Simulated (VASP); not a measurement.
# Al2BiBr (P-4m2) in VASP: further runs

Runs on Al2BiBr. Level: PBE. Tasks: single point.

All numbers are computed with VASP 6.6.1; they aren't measurements. Logs are shortened: lines on timing, memory, paths and dates and some standing lists are left out, and cuts for length are marked.

## Step 1: The cell of the first run

It takes space group P-4m2 (No. 115, tetragonal). Conventional cell: a = 4.270 Å, b = 4.270 Å, c = 6.030 Å, α = 90.00°, β = 90.00°, γ = 90.00°. Al (site symmetry 2mm) has 2 Bi at 2.57 Å and 2 Br at 2.66 Å within 3.4 Å. Bi (site symmetry -4m2) has 4 Al at 2.57 Å within 3.4 Å. Br (site symmetry -4m2) has 4 Al at 2.66 Å within 3.5 Å.

The cell was generated, and may not be a known phase.

## Step 2: Single point, PBE

File INCAR:

```
SYSTEM = Al2BiBr
PREC = Accurate ; ENCUT = 520
EDIFF = 1E-6 ; ISMEAR = 0
SIGMA = 0.1 ; LREAL = .FALSE.
LASPH = .TRUE. ; NELM = 60
ALGO = Normal ; ISIF = 2
LWAVE = .FALSE. ; LCHARG = .FALSE.
GGA = PE ; NBANDS = 22
```

File KPOINTS:

```
regular mesh
0
G
  4 4 4
  0 0 0
```

File POSCAR:

```
Al2BiBr
1.0
    4.2700122900      0.0000000000      0.0000000000
    0.0000000000      4.2700122900      0.0000000000
    0.0000000000      0.0000000000      6.0298143700
Al Bi Br
2 1 1
Direct
    0.5000000000      0.0000000000      0.7375689700
    0.0000000000      0.5000000000      0.2624310300
    0.0000000000      0.0000000000      0.5000000000
    0.5000000000      0.5000000000      0.0000000000
```

Potentials or basis: VASP PAW PBE potentials, release 64 (Al, Bi_d, Br).

The run is started by

```bash
$ cat potpaw_PBE.64/Al/POTCAR potpaw_PBE.64/Bi_d/POTCAR potpaw_PBE.64/Br/POTCAR > POTCAR
$ mpirun -np 1 vasp_std > vasp.out
```

OUTCAR:

```text
SYSTEM = Al2BiBr
   PREC = Accurate
   ENCUT = 520
   EDIFF = 1E-6
   ISMEAR = 0
   LREAL = .FALSE.
   LASPH = .TRUE.
   NELM = 60
   ISIF = 2
   GGA = PE

 ion  position               nearest neighbor table
   1  0.500  0.000  0.738-   3 2.57   3 2.57   4 2.66   4 2.66
   2  0.000  0.500  0.262-   3 2.57   3 2.57   4 2.66   4 2.66
   3  0.000  0.000  0.500-   1 2.57   2 2.57   2 2.57   1 2.57
   4  0.500  0.500  0.000-   1 2.66   2 2.66   1 2.66   2 2.66

  LATTYP: Found a simple tetragonal cell.
 ALAT       =     4.2700122900
 C/A-ratio  =     1.4121304485

  Lattice vectors:

 A1 = (   4.2700122900,   0.0000000000,   0.0000000000)
 A2 = (   0.0000000000,   4.2700122900,   0.0000000000)
 A3 = (   0.0000000000,   0.0000000000,   6.0298143700)

Analysis of symmetry for initial positions (statically):
=====================================================================
 Subroutine PRICEL returns:
 Original cell was already a primitive cell.

 Routine SETGRP: Setting up the symmetry group for a
 simple tetragonal supercell.

 Subroutine GETGRP returns: Found  8 space group operations
 (whereof  8 operations were pure point group operations)
 out of a pool of 16 trial point group operations.

The static configuration has the point symmetry D_2d.

Analysis of symmetry for dynamics (positions and initial velocities):
=====================================================================
 Subroutine PRICEL returns:
 Original cell was already a primitive cell.

 Routine SETGRP: Setting up the symmetry group for a
 simple tetragonal supercell.

 Subroutine GETGRP returns: Found  8 space group operations
 (whereof  8 operations were pure point group operations)
 out of a pool of 16 trial point group operations.

The dynamic configuration has the point symmetry D_2d.

 Subroutine INISYM returns: Found  8 space group operations
 (whereof  8 operations are pure point group operations),
 and found     1 'primitive' translations

----------------------------------------------------------------------------------------

                                     Primitive cell

  volume of cell :     109.9416

  direct lattice vectors                    reciprocal lattice vectors
     4.270012290  0.000000000  0.000000000     0.234191363  0.000000000  0.000000000
     0.000000000  4.270012290  0.000000000     0.000000000  0.234191363  0.000000000
     0.000000000  0.000000000  6.029814370     0.000000000  0.000000000  0.165842585

  length of vectors
     4.270012290  4.270012290  6.029814370     0.234191363  0.234191363  0.165842585

  position of ions in fractional coordinates (direct lattice)
     0.500000000  0.000000000  0.737568970
     0.000000000  0.500000000  0.262431030
     0.000000000  0.000000000  0.500000000
     0.500000000  0.500000000  0.000000000

  ion indices of the primitive-cell ions
   primitive index   ion index
                 1           1
                 2           2
                 3           3
                 4           4

----------------------------------------------------------------------------------------

 KPOINTS: regular mesh

Automatic generation of k-mesh.
 Grid dimensions read from file:
 generate k-points for:    4    4    4

 Generating k-lattice:

  Cartesian coordinates                     Fractional coordinates (reciprocal lattice)
     0.058547841  0.000000000  0.000000000     0.250000000  0.000000000  0.000000000
     0.000000000  0.058547841  0.000000000     0.000000000  0.250000000  0.000000000
     0.000000000  0.000000000  0.041460646     0.000000000  0.000000000  0.250000000

  Length of vectors
     0.058547841  0.058547841  0.041460646

  Shift w.r.t. Gamma in fractional coordinates (k-lattice)
     0.000000000  0.000000000  0.000000000

 Subroutine IBZKPT returns following result:
 ===========================================

 Found     18 irreducible k-points:

 Following reciprocal coordinates:
            Coordinates               Weight
  0.000000  0.000000  0.000000      1.000000
  0.250000  0.000000  0.000000      4.000000
  0.500000  0.000000  0.000000      2.000000
  0.250000  0.250000  0.000000      4.000000
  0.500000  0.250000  0.000000      4.000000
  0.500000  0.500000  0.000000      1.000000
[... 10 lines left out ...]
  0.500000  0.250000  0.500000      4.000000
  0.500000  0.500000  0.500000      1.000000
   k-points           NKPTS =     18   k-points in BZ     NKDIM =     18   number of bands    NBANDS=     22
   number of dos      NEDOS =    301   number of ions     NIONS =      4
   total plane-waves  NPLWV =  49152
   dimension x,y,z NGX =    32 NGY =   32 NGZ =   48
   dimension x,y,z NGXF=    64 NGYF=   64 NGZF=   96
   ions per type =               2   1   1
   NGX,Y,Z   is equivalent  to a cutoff of  12.46, 12.46, 13.23 a.u.
   NGXF,Y,Z  is equivalent  to a cutoff of  24.92, 24.92, 26.47 a.u.
 SYSTEM =  Al2BiBr
   PREC   = accura    normal or accurate (medium, high low for compatibility)
   ISTART =      0    job   : 0-new  1-cont  2-samecut
   ICHARG =      2    charge: 1-file 2-atom 10-const
   ISPIN  =      1    spin polarized calculation?
   LNONCOLLINEAR =      F non collinear calculations
   LSORBIT =      F    spin-orbit coupling
   LASPH  =      T    aspherical Exc in radial PAW
   ENCUT  =  520.0 eV  38.22 Ry    6.18 a.u.   7.94  7.94 11.21*2*pi/ulx,y,z
   NELM   =     60;   NELMIN=  2; NELMDL= -5     # of ELM steps
   EDIFF  = 0.1E-05   stopping-criterion for ELM
   LREAL  =      F    real-space projection
   EDIFFG = 0.1E-04   stopping-criterion for IOM
   NSW    =      0    number of steps for IOM
   IBRION =     -1    ionic relax: 0-MD 1-quasi-New 2-CG
   NFREE  =      0    steps in history (QN), initial steepest desc. (CG)
   ISIF   =      2    stress and relaxation
   ISYM   =      2    0-nonsym 1-usesym 2-fastsym
   POTIM  = 0.5000    time-step for ionic-motion
   TEBEG  =    0.0;   TEEND  =   0.0 temperature during run
   PSTRESS=    0.0 pullay stress
   NELECT =      28.0000    total number of electrons
   NUPDOWN=      -1.0000    fix difference up-down
   EMIN   =  10.00;   EMAX   =-10.00  energy-range for DOS
   EFERMI =   0.00;   METHOD = LEGACY
   ISMEAR =     0;   SIGMA  =   0.10  broadening in eV -4-tet -1-fermi 0-gaus
   EFERMI_NEDOS =   21; number of points for ismear=-14 and -15
   IALGO  =     38    algorithm
   IMIX   =      4    mixing-type and parameters
     AMIX     =   0.40;   BMIX     =  1.00
     AMIX_MAG =   1.60;   BMIX_MAG =  1.00
  volume/ion in A,a.u.               =      27.49       185.48
  Fermi-wavevector in a.u.,A,eV,Ry     =   1.037704  1.960976 14.651153  1.076829
  Thomas-Fermi vector in A             =   2.172154
   LORBIT       =      0    0 simple, 1 ext, 2 COOP (PROOUT), +10 PAW based schemes
   GGA     = PE    functional components
   LHFCALC =     F    Hartree Fock is set to
   AEXX    =    0.0000 exact exchange contribution
   IVDW    =     0    specifies the selected vdW correction
   LEPSILON=     F    determine dielectric tensor
   LRPA    =     F    only Hartree local field effects (RPA)
 non-spin polarized calculation
 Gauss-broadening in eV      SIGMA  =   0.10
  energy-cutoff  :      520.00
  volume of cell :      109.94
 maximum number of plane-waves:      3000
 NGX is ok and might be reduce to    32
   NGX = 15   NGY = 15   NGZ = 23

 number of electron      28.0000005 magnetization

 Free energy of the ion-electron system (eV)
  ---------------------------------------------------
  ext. energy  EPLUGINS =         0.00000000
  ---------------------------------------------------
  free energy    TOTEN  =       -11.13804924 eV

  energy without entropy =      -11.12819501  energy(sigma->0) =      -11.13312213

 E-fermi :   5.9152     XC(G=0):  -8.8647

 val. band max:        5.9066293814   @ k =   0.0000   0.0000   0.2500
 cond. band min:       6.0136701946   @ k =   0.2500   0.2500   0.5000
 fundamental gap:      0.1070408131
 Fermi energy:         5.9151868821

 k-point     1 :       0.0000    0.0000    0.0000
  band No.  band energies     occupation
      1     -17.6506      2.00000
      2     -17.6359      2.00000
      3     -17.6359      2.00000
      4     -17.5949      2.00000
      5     -17.5455      2.00000
      6     -12.0257      2.00000
[... 14 lines left out ...]
     21      12.3901      0.00000
     22      12.3993      0.00000

 k-point     2 :       0.2500    0.0000    0.0000
  band No.  band energies     occupation
      1     -17.6431      2.00000
      2     -17.6385      2.00000
      3     -17.6357      2.00000
      4     -17.5910      2.00000
      5     -17.5484      2.00000
      6     -11.9668      2.00000
[... 14 lines left out ...]
     21      10.9340      0.00000
     22      11.2511      0.00000

 k-point     3 :       0.5000    0.0000    0.0000
  band No.  band energies     occupation
      1     -17.6446      2.00000
      2     -17.6354      2.00000
      3     -17.6334      2.00000
      4     -17.5857      2.00000
      5     -17.5513      2.00000
      6     -11.9059      2.00000
[... 14 lines left out ...]
     21       9.7906      0.00000
     22      10.9811      0.00000

 k-point     4 :       0.2500    0.2500    0.0000
  band No.  band energies     occupation
      1     -17.6411      2.00000
      2     -17.6399      2.00000
      3     -17.6298      2.00000
      4     -17.5882      2.00000
      5     -17.5515      2.00000
      6     -11.9118      2.00000
[... 14 lines left out ...]
     21      10.1875      0.00000
     22      10.4538      0.00000

 k-point     5 :       0.5000    0.2500    0.0000
  band No.  band energies     occupation
      1     -17.6443      2.00000
      2     -17.6400      2.00000
      3     -17.6213      2.00000
      4     -17.5841      2.00000
      5     -17.5546      2.00000
      6     -11.8549      2.00000
[... 14 lines left out ...]
     21      11.1412      0.00000
     22      12.6590      0.00000

 k-point     6 :       0.5000    0.5000    0.0000
  band No.  band energies     occupation
      1     -17.6440      2.00000
      2     -17.6440      2.00000
      3     -17.6109      2.00000
      4     -17.5816      2.00000
      5     -17.5579      2.00000
      6     -11.8023      2.00000
[... 14 lines left out ...]
     21      13.6448      0.00000
     22      14.5533      0.00000

 k-point     7 :       0.0000    0.0000    0.2500
  band No.  band energies     occupation
      1     -17.6506      2.00000
      2     -17.6359      2.00000
      3     -17.6359      2.00000
      4     -17.5948      2.00000
      5     -17.5455      2.00000
      6     -12.0183      2.00000
[... 174 lines left out ...]
      6     -11.9565      2.00000
[... 14 lines left out ...]
     21       9.9329      0.00000
     22      11.1316      0.00000

 k-point    15 :       0.5000    0.0000    0.5000
  band No.  band energies     occupation
      1     -17.6449      2.00000
      2     -17.6354      2.00000
      3     -17.6334      2.00000
      4     -17.5855      2.00000
      5     -17.5513      2.00000
      6     -11.9003      2.00000
[... 14 lines left out ...]
     21      10.5367      0.00000
     22      12.4248      0.00000

 k-point    16 :       0.2500    0.2500    0.5000
  band No.  band energies     occupation
      1     -17.6412      2.00000
      2     -17.6400      2.00000
      3     -17.6298      2.00000
      4     -17.5879      2.00000
      5     -17.5515      2.00000
      6     -11.9046      2.00000
[... 14 lines left out ...]
     21      10.1526      0.00000
     22      10.9293      0.00000

 k-point    17 :       0.5000    0.2500    0.5000
  band No.  band energies     occupation
      1     -17.6445      2.00000
      2     -17.6401      2.00000
      3     -17.6214      2.00000
      4     -17.5839      2.00000
      5     -17.5545      2.00000
      6     -11.8512      2.00000
[... 14 lines left out ...]
     21      10.8416      0.00000
     22      10.9196      0.00000

 k-point    18 :       0.5000    0.5000    0.5000
  band No.  band energies     occupation
      1     -17.6441      2.00000
      2     -17.6441      2.00000
      3     -17.6108      2.00000
      4     -17.5814      2.00000
      5     -17.5578      2.00000
      6     -11.8007      2.00000
[... 14 lines left out ...]
     21       9.5474      0.00000
     22      12.8576      0.00000

------------------------ aborting loop because EDIFF is reached ----------------------------------------

  FORCE on cell =-STRESS in cart. coord.  units (eV):
  Direction    XX          YY          ZZ          XY          YZ          ZX
  --------------------------------------------------------------------------------------
  -------------------------------------------------------------------------------------
  Total        7.6924535      7.6924535      7.0334417      0.0000000      0.0000000      0.0000000
  in kB      112.1019762    112.1019762    102.4982103      0.0000000      0.0000000      0.0000000
  external PRESSURE =     108.9007209 kB  Pullay stress =       0.0000000 kB

 VOLUME and BASIS-vectors are now :
 -----------------------------------------------------------------------------
  energy-cutoff  :      520.00
  volume of cell :      109.94
      direct lattice vectors                 reciprocal lattice vectors
     4.270012290  0.000000000  0.000000000     0.234191363  0.000000000  0.000000000
     0.000000000  4.270012290  0.000000000     0.000000000  0.234191363  0.000000000
     0.000000000  0.000000000  6.029814370     0.000000000  0.000000000  0.165842585

 POSITION                                       TOTAL-FORCE (eV/Angst)
 -----------------------------------------------------------------------------------
      2.13501      0.00000      4.44740         0.000000      0.000000      0.931148
      0.00000      2.13501      1.58241        -0.000000      0.000000     -0.931148
      0.00000      0.00000      3.01491         0.000000      0.000000     -0.000000
      2.13501      2.13501      0.00000         0.000000     -0.000000     -0.000000
 -----------------------------------------------------------------------------------
    total drift:                                0.000000     -0.000000     -0.000000

  FREE ENERGIE OF THE ION-ELECTRON SYSTEM (eV)
  ---------------------------------------------------
  free  energy   TOTEN  =       -11.1380492416 eV

  energy  without entropy=      -11.1281950095  energy(sigma->0) =      -11.13312213
```

It took 23 s on 1 thread of Intel Xeon Platinum 8488C (Sapphire Rapids), shared host; peak memory 0.22 GiB.

Results:

```
Free energy            : -11.1380 eV
Pressure               : 10.9 GPa
Largest force          : 0.931 eV/Å
Band gap on the k mesh : zero (bands 14 and 15 overlap by 0.89 eV)
```

Forces in eV/Å, atoms in the order of the input:
```
Al   0.000  0.000  0.931
Al   0.000  0.000 -0.931
Bi   0.000  0.000  0.000
Br   0.000  0.000  0.000
```

Stress tensor (GPa, compression positive):
```
11.21  0.00  0.00
 0.00 11.21  0.00
 0.00  0.00 10.25
```

Caveat: the k points lie up to 0.37 Å⁻¹ apart, too coarse for converged energies and pressures of a metal; spin-orbit coupling is left out, which moves the levels of the heavy elements.

## Step 3: Single point, PBE

This run uses another cell than the first one, of 36.55 Å³/atom.

File INCAR:

```
PREC = Accurate ; ENCUT = 520
EDIFF = 1E-6 ; ISMEAR = 0
SIGMA = 0.1 ; LREAL = F
LASPH = T ; NELM = 80
ALGO = Normal ; ISIF = 2
LWAVE = F ; LCHARG = F
GGA = PE ; NBANDS = 22
```

File KPOINTS:

```
Automatic mesh
0
Gamma
  4 4 4
```

File POSCAR:

```
Al2BiBr
1.0
    4.7331523779      0.0000000000      0.0000000000
    0.0000000000      4.7331523779      0.0000000000
    0.0000000000      0.0000000000      6.5260650464
Al Bi Br
2 1 1
Direct
    0.5000000000      0.0000000000      0.7436240904
    0.0000000000      0.5000000000      0.2563759096
    0.0000000000      0.0000000000      0.5000000000
    0.5000000000      0.5000000000      0.0000000000
```

Potentials or basis: VASP PAW PBE potentials, release 64 (Al, Bi_d, Br).

The run is started by

```bash
$ cat potpaw_PBE.64/Al/POTCAR potpaw_PBE.64/Bi_d/POTCAR potpaw_PBE.64/Br/POTCAR > POTCAR
$ mpirun -np 1 vasp_std > vasp.out
```

Run time: 30 s. Hardware: 1 thread of Intel Xeon Platinum 8488C (Sapphire Rapids), shared host; peak memory 0.27 GiB.

The run converged. Its results:

```
Free energy            : -12.1674 eV
Pressure               : 0.1 GPa
Largest force          : 0.008 eV/Å
Band gap on the k mesh : zero (bands 14 and 15 overlap by 1.47 eV)
```

Forces in eV/Å, atoms in the order of the input:
```
Al   0.000  0.000  0.008
Al   0.000  0.000 -0.008
Bi   0.000  0.000  0.000
Br   0.000  0.000  0.000
```

Stress tensor (GPa, compression positive):
```
 0.23  0.00  0.00
 0.00  0.23  0.00
 0.00  0.00 -0.04
```

Levels at points of the mesh, in eV from the Fermi level:
```csv
k point,band 10,band 11,band 12,band 13,band 14,band 15,band 16,band 17,band 18,band 19
"(0.00, 0.00, 0.00)",-4.75,-3.08,-2.86,-1.78,-1.78,0.34,0.42,1.96,1.97,1.97
"(0.50, 0.00, 0.00)",-4.62,-4.59,-3.57,-1.69,-0.25,0.27,1.81,1.95,2.47,3.63
"(0.50, 0.50, 0.00)",-4.97,-3.88,-3.88,-2.51,-0.12,0.11,0.11,0.75,3.76,4.14
"(0.00, 0.00, 0.50)",-4.70,-4.70,-2.00,-2.00,-1.15,0.70,0.97,1.08,2.74,2.74
"(0.50, 0.00, 0.50)",-4.61,-3.80,-2.84,-1.64,-1.30,-0.59,2.17,2.29,2.36,2.94
"(0.50, 0.50, 0.50)",-5.07,-4.26,-4.26,-2.89,0.88,0.88,1.23,1.76,3.08,3.48
```

Caveat: spin-orbit coupling is left out, which moves the levels of the heavy elements.

[end of part 1 of 2]

The gap in the log of VASP goes by the Fermi energy; the results here count the filled bands.